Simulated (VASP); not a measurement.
Wanted: the native input for a VASP 6.6.1 run.

```yaml
Task: single point
Functional: PBEsol
Potentials_or_basis: VASP PAW PBE potentials, release 64 (W_sv, C)
Cutoff: 520 eV
k_mesh: 18 × 18 × 14
Occupations: gaussian, width 0.1 eV
Spin: no spin polarisation
Dipole_correction: no
Further_INCAR_settings: ALGO = Normal; EDIFF = 1e-07; NBANDS = 16
```

The structure of WC lies in POSCAR:

```
WC
1.0
    3.0115616360      0.0000000000      0.0000000000
   -1.5057808180      2.6080888818      0.0000000000
    0.0000000000      0.0000000000      2.9797574100
W C
1 1
Direct
    0.0000000000      0.0000000000      0.0000000000
    0.6666666667      0.3333333333      0.5000000000
```

This cell differs from its parent crystal: strained.

The input as run:

INCAR

```
SYSTEM = WC
ALGO = Normal ; EDIFF = 1E-7
ENCUT = 520 ; GGA = PS
ISIF = 2 ; ISMEAR = 0
LASPH = .TRUE. ; LCHARG = .FALSE.
LREAL = .FALSE. ; LWAVE = .FALSE.
NBANDS = 16 ; NELM = 60
PREC = Accurate ; SIGMA = 0.1
```

KPOINTS

```
k-points
0
G
  18 18 14
  0 0 0
```

Potentials or basis: VASP PAW PBE potentials, release 64 (W_sv, C).

The run is started by

```bash
$ cat potpaw_PBE.64/W_sv/POTCAR potpaw_PBE.64/C/POTCAR > POTCAR
$ mpirun -np 1 vasp_std > vasp.out
```

Results of the run:

```json
{
 "Pressure": "-39.8 GPa",
 "Band gap on the k mesh": "zero (bands 9 and 10 overlap by 1.03 eV)"
}
```

Caveat: the cell differs from its parent crystal (strained); the cell stands under tension; the PAW data sets were made with another functional, which shifts forces and pressure a little; spin-orbit coupling is left out, which moves the levels of the heavy elements.

Wall time 26 s on 1 thread of Intel(R) Xeon(R) 6975P-C (Granite Rapids), on a shared host, peak memory 0.23 GiB.
